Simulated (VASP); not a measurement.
# KI: single point with LDA

KI:

```
K I
1.0
     2.36450   -4.00432    0.00000
     2.36450    4.00432    0.00000
     0.00000    0.00000    9.79798
K I
2 2
Direct
  0.50000 0.50000 0.50000
  0.50000 0.50000 0.00000
  0.84023 0.15977 0.25000
  0.15977 0.84023 0.75000
```

This cell differs from its parent crystal: ratio of the length along z to the lengths across it x 1.2, volume and fractional coordinates fixed.

```yaml
Program: VASP 6.6.1
Task: single point
Functional: LDA
Potentials_or_basis: VASP PAW LDA potentials, release 64 (K_sv, I)
Cutoff: 520 eV
k_mesh: 6 × 6 × 4
Occupations: gaussian, width 0.05 eV
Spin: no spin polarisation
```

```json
{"Pressure": "-1.9 GPa", "Largest force": "0.019 eV/Å", "Band gap on the k mesh": "2.79 eV"}
```

Forces in eV/Å, atoms in the order of the input:
```
K    0.000  0.000  0.000
K    0.000  0.000  0.000
I    0.000  0.019  0.000
I    0.000 -0.019  0.000
```

Stress tensor (GPa, compression positive):
```
-0.97  0.00  0.00
 0.00 -0.83  0.00
 0.00  0.00 -3.79
```

Levels at points of the mesh, in eV from the valence-band top:
```csv
k point,band 12,band 13,band 14,band 15,band 16,band 17,band 18,band 19,band 20,band 21
"(0.00, 0.00, 0.00)",-0.81,-0.22,-0.15,-0.07,0.00,2.79,5.09,5.10,5.73,6.44
"(0.50, 0.00, 0.00)",-1.35,-1.00,-1.00,-0.42,-0.36,4.53,4.75,5.00,5.76,6.12
"(0.50, 0.50, 0.00)",-1.36,-1.03,-0.95,-0.51,-0.45,4.66,4.70,5.05,5.69,5.96
"(0.00, 0.00, 0.50)",-1.36,-0.14,-0.14,-0.08,-0.08,3.93,3.93,5.33,5.33,6.71
"(0.50, 0.00, 0.50)",-1.53,-0.96,-0.96,-0.39,-0.39,4.54,4.54,5.18,5.18,7.08
"(0.50, 0.50, 0.50)",-1.52,-0.94,-0.94,-0.48,-0.48,4.56,4.56,5.13,5.13,7.17
```

Run time: 2.4 min on 1 thread of Intel(R) Xeon(R) Platinum 8488C (Sapphire Rapids), on a shared host, peak memory 0.33 GiB.

Caveat: spin-orbit coupling is left out, which moves the levels of the heavy elements. A k mesh can miss the band edges.
